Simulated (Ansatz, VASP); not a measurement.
**Two plane-wave programs on Te2Mo**

```
Te Mo
1.0
     6.34645    0.00000    0.00000
     0.00000    3.49422    0.00000
    -0.54903    0.00000   14.85616
Te Mo
8 4
Direct
  0.06309 0.50000 0.40139
  0.93626 0.00000 0.59892
  0.56720 0.00000 0.36206
  0.43254 0.50000 0.63827
  0.09105 0.00000 0.13792
  0.90945 0.50000 0.86175
  0.58109 0.50000 0.09855
  0.41935 0.00000 0.90115
  0.31969 0.00000 0.50683
  0.67978 0.50000 0.49352
  0.18149 0.50000 0.00653
  0.81900 0.00000 0.99309
```

Alike in both runs: task single point; functional PBE; k mesh 4 × 8 × 2; occupations gaussian, width 0.015 eV; no spin polarisation.

|  | VASP | Ansatz |
| --- | --- | --- |
| version | VASP 6.6.1 | Ansatz 0.2.0 |
| potentials or method | VASP PAW PBE potentials, release 64 (Te, Mo_sv) | Ansatz PAW |
| plane-wave cutoff (eV) | 520 | 420 |
| valence electrons in the cell | 104 | 184 |

|  | VASP | Ansatz | Ansatz less VASP |
| --- | --- | --- | --- |
| gap on the k mesh at the Fermi level (eV) | none | none | - |
| pressure (GPa) | 0.7 | 0.7 | -0.01 |
| traceless stress, the component that is largest in VASP (GPa) | -0.66 | -0.63 | +0.027 |
| rms of the force components (eV/Å) | 0.081 | 0.078 | -0.0030 |

Atom by atom the forces differ by 0.005 eV/Å (rms over components). A gap of «none» marks a metal or a gap that the smearing closes. VASP's potentials hold 104 valence electrons a cell and Ansatz's 184, so a difference there can come from the potentials and not from the codes.

Spin-orbit coupling is off throughout.
